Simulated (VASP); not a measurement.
Write the native input for VASP 6.6.1 that does the following.

| Item | Value |
| --- | --- |
| Task | single point |
| Functional | PBEsol |
| Potentials or basis | VASP PAW PBE potentials, release 64 (Pb_d, O) |
| Cutoff | 520 eV |
| k mesh | 9 × 9 × 9 |
| Occupations | fermi-dirac, width 0.05 eV |
| Spin | no spin polarisation |
| Dipole correction | no |
| Further INCAR settings | ALGO = Normal; EDIFF = 1e-07; NBANDS = 20 |

The structure of PbO2 lies in POSCAR:

```
PbO2
1.0
    0.0000000000      2.6387548134      2.6387548134
    2.6387548134      0.0000000000      2.6387548134
    2.6387548134      2.6387548134      0.0000000000
Pb O
1 2
Direct
    0.0000000000      0.0000000000      0.0000000000
    0.7500000000      0.7500000000      0.7500000000
    0.2500000000      0.2500000000      0.2500000000
```

One way to write it, as run:

INCAR

```
SYSTEM = PbO2
PREC     = Accurate       ! precision mode
ENCUT    = 520            ! plane-wave cutoff, eV
EDIFF    = 1E-7           ! SCF threshold, eV
ISMEAR   = -1             ! smearing method
SIGMA    = 0.05           ! smearing width, eV
LREAL    = .False.        ! projectors in reciprocal space
LASPH    = .True.         ! aspherical terms in the spheres
NELM     = 80             ! most SCF steps
ALGO     = Normal         ! electronic algorithm
ISIF     = 2              ! what is computed and relaxed
LWAVE    = .False.        ! write WAVECAR
LCHARG   = .False.        ! write CHGCAR
GGA      = PS             ! functional
NBANDS   = 20             ! bands
```

KPOINTS

```
regular mesh
0
Gamma
  9 9 9
  0 0 0
```

Potentials or basis: VASP PAW PBE potentials, release 64 (Pb_d, O).

Command:

```console
$ cat potpaw_PBE.64/Pb_d/POTCAR potpaw_PBE.64/O/POTCAR > POTCAR
$ mpirun -np 1 vasp_std > vasp.out
```

Results of the run:

| Property | Result |
| --- | --- |
| Pressure | 5.3 GPa |
| Band gap on the k mesh | zero (bands 13 and 14 overlap by 1.32 eV) |

Caveat: the cell stands under pressure; the PAW data sets were made with another functional, which shifts forces and pressure a little; spin-orbit coupling is left out, which moves the levels of the heavy elements.

Wall time 38 s on 1 thread of Intel Xeon 8259CL (shared host), peak memory 0.17 GiB.
